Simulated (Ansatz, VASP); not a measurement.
## Two plane-wave programs on ZrB2

Contents of INCAR:

```
SYSTEM = ZrB2
PREC     = Accurate       ! precision mode
ENCUT    = 600            ! plane-wave cutoff, eV
EDIFF    = 1E-7           ! SCF threshold, eV
ISMEAR   = -1             ! smearing method
SIGMA    = 0.15           ! smearing width, eV
LREAL    = .FALSE.        ! projectors in reciprocal space
LASPH    = .TRUE.         ! aspherical terms in the spheres
NELM     = 80             ! most SCF steps
ALGO     = Normal         ! electronic algorithm
ISIF     = 3              ! what is computed and relaxed
LWAVE    = .FALSE.        ! write WAVECAR
LCHARG   = .FALSE.        ! write CHGCAR
GGA      = CA             ! functional
IBRION   = 2              ! ionic algorithm
NSW      = 80             ! ionic steps
EDIFFG   = -0.001         ! ionic threshold
```

KPOINTS

```
Automatic mesh
0
G
  16 16 10
  0 0 0
```

Contents of POSCAR:

```
ZrB2
1.0
    3.1336193983      0.0000000000      0.0000000000
   -1.5668096991      2.7137940047      0.0000000000
    0.0000000000      0.0000000000      3.4870609564
Zr B
1 2
Direct
    0.0000000000      0.0000000000      0.0000000000
    0.3333333333      0.6666666667      0.5000000000
    0.6666666667      0.3333333333      0.5000000000
```

Input for Ansatz:

```yaml
crystal:
  lattice:
    - [3.1336193983, 0.0, 0.0]
    - [-1.5668096991, 2.7137940047, 0.0]
    - [0.0, 0.0, 3.4870609564]
  atoms:
    - { symbol: Zr, position: [0.0, 0.0, 0.0] }
    - { symbol: B, position: [0.3333333333, 0.6666666667, 0.5] }
    - { symbol: B, position: [0.6666666667, 0.3333333333, 0.5] }
basis:
  ecutwfc: 420
kpoints:
  mp_grid: { grid: [16, 16, 10] }
hamiltonian:
  xc: lda
  pseudopotentials: { kind: paw, azcp: { folder: soft_1 } }
scf:
  occupations: { method: fermi_dirac, width: 0.15 }
output:
  forces: true
  stress: true
  eigenvalues: true
  write_density: true
  write_potential: true
  elf: true
  volumetric_format: npy
relax:
  adjacent_minimum: "off"
  f_tol: 0.001
  max_steps: 60
  cell: { stress_tol: 0.01 }
```

Alike in both runs: task relaxation of cell and atoms; functional LDA; k mesh 16 × 16 × 10; occupations fermi-dirac, width 0.15 eV; no spin polarisation.

```csv
,VASP,Ansatz
version,VASP 6.6.1,Ansatz 0.2.0
potentials or method,"VASP PAW LDA potentials, release 64 (Zr_sv, B), cutoff 600 eV","scalar-relativistic, plane waves, PAW"
valence electrons in the cell,18,18
```

```tsv
	VASP	Ansatz	Ansatz less VASP
gap on the k mesh at the Fermi level, each at its own relaxed structure (eV)	none	none	-
relaxed volume (Å³/atom)	9.90	9.89	-0.017
relaxed cell length with the largest relative difference (Å)	3.491	3.489	-0.0024
```

Ansatz warns that its potentials were made for another functional, while VASP's fit it. LDA's correlation is that of Perdew and Zunger in VASP and of Perdew and Wang (1992) in Ansatz. A gap of «none» marks a metal or a gap that the smearing closes.
